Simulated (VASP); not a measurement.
# CdSi22O48 (a cell with a defect) in VASP: a series of runs

Runs on CdSi22O48 (a cell with a defect). Level: PBEsol. Tasks: single point.

Everything below comes from runs of VASP 6.6.1. Logs are shortened: lines on timing, memory, paths and dates and some standing lists are left out, and cuts for length are marked.

### 1 The cell of the first run

The cell holds a defect, 71 atoms: a = 8.389 Å, b = 8.389 Å, c = 8.036 Å, α = 90.00°, β = 90.00°, γ = 90.00°.

### 2 Single point, PBEsol

INCAR

```
PREC = Accurate
ENCUT = 520
EDIFF = 1E-6
ISMEAR = -1
SIGMA = 0.05
LREAL = Auto
LASPH = True
NELM = 120
ALGO = Normal
ISIF = 2
LWAVE = False
LCHARG = True
GGA = PS
LELF = True
LVHAR = True
ISYM = -1
NBANDS = 235
GGA_COMPAT = False
```

KPOINTS

```
explicit points
1
Reciprocal
  0.25000000   0.25000000   0.25000000 1
```

POSCAR

```
CdSi22O48
1.0
    8.3886930000      0.0000000000      0.0000000000
    0.0000000000      8.3886930000      0.0000000000
    0.0000000000      0.0000000000      8.0356430000
Si Cd O
22 1 48
Direct
    0.9998720000      0.0006890000      0.9989030000
    0.9997020000      0.0005220000      0.3355630000
    0.9997400000      0.0005780000      0.6680270000
    0.9996780000      0.5001120000      0.0004450000
    0.9998670000      0.5008650000      0.3339930000
    0.9997970000      0.5006630000      0.6673770000
    0.4992880000      0.0004600000      0.0004680000
    0.5000360000      0.0006800000      0.3340270000
    0.4998360000      0.0006220000      0.6673720000
    0.4997030000      0.5004790000      0.6837100000
    0.2452990000      0.2461310000      0.1635380000
    0.2465820000      0.2474110000      0.5033810000
    0.2513940000      0.2521880000      0.8376350000
    0.2450630000      0.7557120000      0.1660860000
    0.2499310000      0.7503580000      0.5026620000
    0.2514680000      0.7496710000      0.8321940000
    0.7549130000      0.2458690000      0.1661060000
    0.7495070000      0.2507110000      0.5026530000
    0.7488590000      0.2523140000      0.8321790000
    0.7544570000      0.7552500000      0.1632910000
    0.7529620000      0.7538330000      0.5033120000
    0.7480400000      0.7488450000      0.8377330000
    0.5002180000      0.5010820000      0.3133290000
    0.1467640000      0.1476220000      0.9996200000
    0.1476250000      0.1485220000      0.3348590000
    0.1516350000      0.1524940000      0.6694040000
    0.1461580000      0.6580650000      0.9978530000
    0.1543290000      0.6523180000      0.3346220000
    0.1459790000      0.6572440000      0.6673760000
    0.6572270000      0.1469580000      0.9978620000
    0.6514750000      0.1551270000      0.3346240000
    0.6563920000      0.1468530000      0.6673730000
    0.6606720000      0.6614720000      0.0039600000
    0.6674320000      0.6683870000      0.3326180000
    0.6544460000      0.6553410000      0.6694910000
    0.3385590000      0.3393520000      0.0037120000
    0.3322720000      0.3330750000      0.3327460000
    0.3450080000      0.3457590000      0.6697400000
    0.3419560000      0.8552040000      0.9977330000
    0.3486760000      0.8451730000      0.3342440000
    0.3435050000      0.8544000000      0.6671820000
    0.8543540000      0.3427780000      0.9977540000
    0.8443520000      0.3494550000      0.3342440000
    0.8536220000      0.3443080000      0.6671610000
    0.8527370000      0.8534810000      0.9996190000
    0.8518940000      0.8526650000      0.3345630000
    0.8478930000      0.8487070000      0.6692740000
    0.0933150000      0.4015370000      0.1670010000
    0.0957080000      0.4029310000      0.5011870000
    0.0971370000      0.4044420000      0.8341060000
    0.0966790000      0.9037860000      0.1682930000
    0.0973230000      0.9033430000      0.5012650000
    0.0970600000      0.9031810000      0.8328960000
    0.6112840000      0.3854940000      0.1269740000
    0.6021420000      0.3973520000      0.5223830000
    0.6050410000      0.3958880000      0.8272240000
    0.5987660000      0.9074180000      0.1667480000
    0.5974850000      0.9044050000      0.5013120000
    0.5961910000      0.9033120000      0.8343320000
    0.4006840000      0.0940850000      0.1670310000
    0.4020990000      0.0965370000      0.5011950000
    0.4036150000      0.0979430000      0.8341210000
    0.3847480000      0.6121350000      0.1268760000
    0.3964410000      0.6028860000      0.5224300000
    0.3949400000      0.6057440000      0.8272020000
    0.9028730000      0.0974130000      0.1682890000
    0.9024840000      0.0981180000      0.5012610000
    0.9023340000      0.0978650000      0.8329040000
    0.9065810000      0.5995600000      0.1667420000
    0.9035620000      0.5983060000      0.5012890000
    0.9024850000      0.5969800000      0.8343090000
```

Potentials or basis: VASP PAW PBE potentials, release 64 (Si, Cd, O).

On the command line:

```bash
> cat potpaw_PBE.64/Si/POTCAR potpaw_PBE.64/Cd/POTCAR potpaw_PBE.64/O/POTCAR > POTCAR
> mpirun -np 1 vasp_std > vasp.out
```

OUTCAR:

```text
PREC = Accurate
   ENCUT = 520
   EDIFF = 1E-6
   ISMEAR = -1
   LREAL = Auto
   LASPH = True
   NELM = 120
   ISIF = 2
   GGA = PS
   ISYM = -1

 ion  position               nearest neighbor table
   1  1.000  0.001  0.999-  24 1.74  45 1.75  53 1.76  68 1.76  51 1.78  66 1.78   3 2.66   2 2.71

   2  1.000  0.001  0.336-  46 1.75  25 1.76  52 1.76  67 1.76  51 1.77  66 1.77   3 2.67   1 2.71

   3  1.000  0.001  0.668-  68 1.76  53 1.76  67 1.77  52 1.77  47 1.80  26 1.80   1 2.66   2 2.67
[... 9 lines left out ...]
   8  0.500  0.001  0.334-  57 1.76  60 1.76  61 1.77  58 1.77  31 1.81  40 1.82   9 2.68   7 2.68

   9  0.500  0.001  0.667-  61 1.76  58 1.76  62 1.76  59 1.77  41 1.80  32 1.80   7 2.68   8 2.68

  10  0.500  0.500  0.684-  56 1.70  65 1.70  55 1.78  64 1.78  38 1.84  35 1.84  23 2.98
  11  0.245  0.246  0.164-  36 1.69  37 1.71  24 1.76  25 1.80  48 1.82  60 1.82  13 2.62  12 2.73
                            23 3.26
  12  0.247  0.247  0.503-  37 1.71  26 1.75  38 1.77  25 1.79  61 1.82  49 1.82  13 2.69  11 2.73
                            23 3.37
  13  0.251  0.252  0.838-  36 1.69  38 1.75  26 1.80  24 1.80  62 1.82  50 1.82  11 2.62  12 2.69
[... 13 lines left out ...]
  20  0.754  0.755  0.163-  33 1.70  34 1.71  45 1.76  46 1.80  69 1.83  57 1.83  22 2.62  21 2.73
                            23 3.25
  21  0.753  0.754  0.503-  34 1.71  47 1.75  35 1.77  46 1.79  58 1.82  70 1.82  22 2.69  20 2.73
                            23 3.36
  22  0.748  0.749  0.838-  33 1.69  35 1.75  45 1.80  47 1.80  71 1.82  59 1.82  20 2.62  21 2.69

  23  0.500  0.501  0.313-  34 1.99  37 2.00  54 2.01  63 2.01  55 2.08  64 2.08  10 2.98  14 3.25
                            17 3.25  20 3.25  11 3.26  15 3.33  18 3.33  21 3.36  12 3.37
  24  0.147  0.148  1.000-   1 1.74  11 1.76  13 1.80
  25  0.148  0.149  0.335-   2 1.76  12 1.79  11 1.80
  26  0.152  0.152  0.669-  12 1.75  13 1.80   3 1.80
  27  0.146  0.658  0.998-  16 1.77  14 1.79   4 1.81
  28  0.154  0.652  0.335-  15 1.77  14 1.78   5 1.81
  29  0.146  0.657  0.667-  15 1.77  16 1.77   6 1.80
  30  0.657  0.147  0.998-  19 1.77  17 1.79   7 1.81
  31  0.651  0.155  0.335-  18 1.77  17 1.78   8 1.81
  32  0.656  0.147  0.667-  18 1.77  19 1.77   9 1.80
  33  0.661  0.661  0.004-  22 1.69  20 1.70
  34  0.667  0.668  0.333-  21 1.71  20 1.71  23 1.99
  35  0.654  0.655  0.669-  22 1.75  21 1.77  10 1.84
  36  0.339  0.339  0.004-  13 1.69  11 1.69
  37  0.332  0.333  0.333-  11 1.71  12 1.71  23 2.00
  38  0.345  0.346  0.670-  13 1.75  12 1.77  10 1.84
  39  0.342  0.855  0.998-  16 1.77  14 1.79   7 1.80
  40  0.349  0.845  0.334-  14 1.77  15 1.77   8 1.82
[... 17 lines left out ...]
  58  0.597  0.904  0.501-   9 1.76   8 1.77  21 1.82
  59  0.596  0.903  0.834-   7 1.76   9 1.77  22 1.82
  60  0.401  0.094  0.167-   7 1.76   8 1.76  11 1.82
  61  0.402  0.097  0.501-   9 1.76   8 1.77  12 1.82
  62  0.404  0.098  0.834-   7 1.76   9 1.76  13 1.82
  63  0.385  0.612  0.127-  14 1.71  23 2.01
  64  0.396  0.603  0.522-  15 1.75  10 1.78  23 2.08
  65  0.395  0.606  0.827-  10 1.70  16 1.71
  66  0.903  0.097  0.168-  17 1.76   2 1.77   1 1.78
  67  0.902  0.098  0.501-   2 1.76   3 1.77  18 1.81
  68  0.902  0.098  0.833-   3 1.76   1 1.76  19 1.83
  69  0.907  0.600  0.167-   4 1.76   5 1.76  20 1.83
  70  0.904  0.598  0.501-   6 1.76   5 1.77  21 1.82
  71  0.902  0.597  0.834-   4 1.76   6 1.77  22 1.82

IMPORTANT INFORMATION: All symmetrisations will be switched off!
NOSYMM: (Re-)initialisation of all symmetry stuff for point group C_1.

----------------------------------------------------------------------------------------

                                     Primitive cell

  volume of cell :     565.4696

  direct lattice vectors                    reciprocal lattice vectors
     8.388693000  0.000000000  0.000000000     0.119208082  0.000000000  0.000000000
     0.000000000  8.388693000  0.000000000     0.000000000  0.119208082  0.000000000
     0.000000000  0.000000000  8.035643000     0.000000000  0.000000000  0.124445548

  length of vectors
     8.388693000  8.388693000  8.035643000     0.119208082  0.119208082  0.124445548

  position of ions in fractional coordinates (direct lattice)
     0.999872000  0.000689000  0.998903000
     0.999702000  0.000522000  0.335563000
     0.999740000  0.000578000  0.668027000
     0.999678000  0.500112000  0.000445000
     0.999867000  0.500865000  0.333993000
     0.999797000  0.500663000  0.667377000
[... 63 lines left out ...]
     0.903562000  0.598306000  0.501289000
     0.902485000  0.596980000  0.834309000

  ion indices of the primitive-cell ions
   primitive index   ion index
                 1           1
                 2           2
                 3           3
                 4           4
                 5           5
                 6           6
[... 63 lines left out ...]
                70          70
                71          71

----------------------------------------------------------------------------------------

 KPOINTS: explicit points

Read explicit list of k-points.

 Found      1 k-points:

 Following reciprocal coordinates:
            Coordinates               Weight
  0.250000  0.250000  0.250000      1.000000
   k-points           NKPTS =      1   k-points in BZ     NKDIM =      1   number of bands    NBANDS=    235
   number of dos      NEDOS =    301   number of ions     NIONS =     71
   total plane-waves  NPLWV = 245760
   dimension x,y,z NGX =    64 NGY =   64 NGZ =   60
   dimension x,y,z NGXF=   128 NGYF=  128 NGZF=  120
   ions per type =              22   1  48
   NGX,Y,Z   is equivalent  to a cutoff of  12.68, 12.68, 12.41 a.u.
   NGXF,Y,Z  is equivalent  to a cutoff of  25.37, 25.37, 24.83 a.u.
 SYSTEM =  unknown system
   PREC   = accura    normal or accurate (medium, high low for compatibility)
   ISTART =      0    job   : 0-new  1-cont  2-samecut
   ICHARG =      2    charge: 1-file 2-atom 10-const
   ISPIN  =      1    spin polarized calculation?
   LNONCOLLINEAR =      F non collinear calculations
   LSORBIT =      F    spin-orbit coupling
   LASPH  =      T    aspherical Exc in radial PAW
   ENCUT  =  520.0 eV  38.22 Ry    6.18 a.u.  15.60 15.60 14.94*2*pi/ulx,y,z
   NELM   =    120;   NELMIN=  2; NELMDL= -5     # of ELM steps
   EDIFF  = 0.1E-05   stopping-criterion for ELM
   LREAL  =      T    real-space projection
   EDIFFG = 0.1E-04   stopping-criterion for IOM
   NSW    =      0    number of steps for IOM
   IBRION =     -1    ionic relax: 0-MD 1-quasi-New 2-CG
   NFREE  =      0    steps in history (QN), initial steepest desc. (CG)
   ISIF   =      2    stress and relaxation
   ISYM   =     -1    0-nonsym 1-usesym 2-fastsym
   POTIM  = 0.5000    time-step for ionic-motion
   TEBEG  =    0.0;   TEEND  =   0.0 temperature during run
   PSTRESS=    0.0 pullay stress
   NELECT =     388.0000    total number of electrons
   NUPDOWN=      -1.0000    fix difference up-down
   EMIN   =  10.00;   EMAX   =-10.00  energy-range for DOS
   EFERMI =   0.00;   METHOD = LEGACY
   ISMEAR =    -1;   SIGMA  =   0.05  broadening in eV -4-tet -1-fermi 0-gaus
   EFERMI_NEDOS =   21; number of points for ismear=-14 and -15
   IALGO  =     38    algorithm
   IMIX   =      4    mixing-type and parameters
     AMIX     =   0.40;   BMIX     =  1.00
     AMIX_MAG =   1.60;   BMIX_MAG =  1.00
  volume/ion in A,a.u.               =       7.96        53.75
  Fermi-wavevector in a.u.,A,eV,Ry     =   1.443939  2.728650 28.367620  2.084961
  Thomas-Fermi vector in A             =   2.562291
   LORBIT       =      0    0 simple, 1 ext, 2 COOP (PROOUT), +10 PAW based schemes
   GGA     = PS    functional components
   LHFCALC =     F    Hartree Fock is set to
   AEXX    =    0.0000 exact exchange contribution
   IVDW    =     0    specifies the selected vdW correction
   LEPSILON=     F    determine dielectric tensor
   LRPA    =     F    only Hartree local field effects (RPA)
 non-spin polarized calculation
  energy-cutoff  :      520.00
  volume of cell :      565.47
 maximum number of plane-waves:     15222
 NGX is ok and might be reduce to    64
   NGX = 31   NGY = 31   NGZ = 29

 number of electron     387.9999932 magnetization

 Free energy of the ion-electron system (eV)
  ---------------------------------------------------
  ext. energy  EPLUGINS =         0.00000000
  ---------------------------------------------------
  free energy    TOTEN  =      -552.55334769 eV

  energy without entropy =     -552.38753320  energy(sigma->0) =     -552.47044045

 E-fermi :   7.0841     XC(G=0): -12.4305

 val. band max:        7.0586502605   @ k =   0.2500   0.2500   0.2500
 cond. band min:       7.1067946872   @ k =   0.2500   0.2500   0.2500
 fundamental gap:      0.0481444267
 Fermi energy:         7.0841079723

 k-point     1 :       0.2500    0.2500    0.2500
  band No.  band energies     occupation
      1     -14.8248      2.00000
      2     -14.2848      2.00000
      3     -14.1503      2.00000
      4     -14.0497      2.00000
      5     -13.6428      2.00000
      6     -13.5547      2.00000
[... 198 lines left out ...]
    205      15.2715      0.00000
    206      15.3790      0.00000
 [bands above 206 left out]

------------------------ aborting loop because EDIFF is reached ----------------------------------------

  FORCE on cell =-STRESS in cart. coord.  units (eV):
  Direction    XX          YY          ZZ          XY          YZ          ZX
  --------------------------------------------------------------------------------------
  -------------------------------------------------------------------------------------
  Total       30.1101661     30.1631200     20.4008154      6.7038040      1.0755926      1.0809364
  in kB       85.3128594     85.4628966     57.8027996     18.9942719      3.0475382      3.0626791
  external PRESSURE =      76.1928519 kB  Pullay stress =       0.0000000 kB

 VOLUME and BASIS-vectors are now :
 -----------------------------------------------------------------------------
  energy-cutoff  :      520.00
  volume of cell :      565.47
      direct lattice vectors                 reciprocal lattice vectors
     8.388693000  0.000000000  0.000000000     0.119208082  0.000000000  0.000000000
     0.000000000  8.388693000  0.000000000     0.000000000  0.119208082  0.000000000
     0.000000000  0.000000000  8.035643000     0.000000000  0.000000000  0.124445548

 POSITION                                       TOTAL-FORCE (eV/Angst)
 -----------------------------------------------------------------------------------
      8.38762      0.00578      8.02683        -0.007125     -0.006401      0.019080
      8.38619      0.00438      2.69646         0.003498      0.002191     -0.007721
      8.38651      0.00485      5.36803        -0.008714     -0.010001     -0.014975
      8.38599      4.19529      0.00358         0.005694      0.009438      0.002779
      8.38758      4.20160      2.68385        -0.004963     -0.001309      0.013923
      8.38699      4.19991      5.36280         0.008273      0.016413     -0.008939
[... 63 lines left out ...]
      7.57970      5.01901      4.02818        -0.018151      0.014480      0.008512
      7.57067      5.00788      6.70421        -0.037521      0.023017      0.009732
 -----------------------------------------------------------------------------------
    total drift:                                0.003724     -0.009763     -0.001273

  FREE ENERGIE OF THE ION-ELECTRON SYSTEM (eV)
  ---------------------------------------------------
  free  energy   TOTEN  =      -552.5533476870 eV

  energy  without entropy=     -552.3875332045  energy(sigma->0) =     -552.47044045
```

Wall time 4.2 min (1 thread of Intel Xeon 6975P-C (Granite Rapids), shared host); peak memory 0.56 GiB.

Results:

| Item | Value |
| --- | --- |
| Free energy | -552.5533 eV |
| Pressure | 7.6 GPa |
| Largest force | 0.322 eV/Å |

Forces on the atoms (eV/Å):
```
Si  -0.007 -0.006  0.019
Si   0.003  0.002 -0.008
Si  -0.009 -0.010 -0.015
Si   0.006  0.009  0.003
Si  -0.005 -0.001  0.014
Si   0.008  0.016 -0.009
Si   0.011  0.011  0.002
Si  -0.001 -0.003  0.003
Si   0.016  0.010  0.001
Si   0.002  0.008 -0.046
Si  -0.019 -0.023  0.139
Si   0.022  0.023 -0.072
Si  -0.044 -0.043 -0.074
Si  -0.042  0.031  0.008
Si  -0.006 -0.017 -0.011
Si  -0.039  0.009  0.025
Si   0.027 -0.043  0.005
Si  -0.012  0.001 -0.011
Si   0.006 -0.038  0.034
Si   0.019  0.022  0.162
Si  -0.012 -0.021 -0.082
Si   0.042  0.042 -0.092
Cd  -0.050 -0.053 -0.048
O    0.015  0.015 -0.009
O   -0.032 -0.036 -0.012
O   -0.012 -0.016  0.017
O   -0.043 -0.013  0.000
O   -0.026 -0.008 -0.013
O   -0.036 -0.011  0.014
O   -0.011 -0.032 -0.004
O   -0.008 -0.025 -0.008
O   -0.015 -0.038  0.011
O   -0.094 -0.093  0.017
O    0.231  0.223  0.029
O   -0.030 -0.031  0.005
O    0.078  0.078  0.001
O   -0.190 -0.191  0.036
O    0.021  0.025  0.002
O    0.020  0.010  0.007
O    0.014  0.037  0.003
O    0.027  0.031  0.003
O    0.019  0.021  0.003
O    0.042  0.018  0.001
O    0.023  0.023  0.003
O   -0.009 -0.007 -0.015
O    0.048  0.049 -0.012
O    0.021  0.021  0.023
O    0.031 -0.018 -0.009
O    0.020 -0.021  0.009
O    0.036 -0.038  0.005
O    0.016 -0.024 -0.014
O    0.024 -0.023  0.006
O    0.031 -0.027  0.005
O    0.086 -0.041 -0.201
O    0.081 -0.098  0.154
O    0.001  0.010  0.018
O    0.017 -0.030 -0.010
O    0.013 -0.015  0.008
O    0.021 -0.037  0.008
O   -0.024  0.034 -0.012
O   -0.020  0.016  0.009
O   -0.038  0.035  0.003
O   -0.043  0.087 -0.194
O   -0.095  0.085  0.150
O    0.017  0.005  0.018
O   -0.013  0.018 -0.015
O   -0.023  0.023  0.005
O   -0.026  0.031  0.002
O   -0.031  0.016 -0.009
O   -0.018  0.014  0.009
O   -0.038  0.023  0.010
```

Levels at points of the mesh, in eV from the Fermi level:
```tsv
k point	band 192	band 193	band 194	band 195	band 196	band 197
(0.25, 0.25, 0.25)	-0.24	-0.17	-0.03	0.02	0.18	0.40
```

Caveat: the PAW data sets were made with another functional, which shifts forces and pressure a little.

(Part 1 of 3 ends here.)
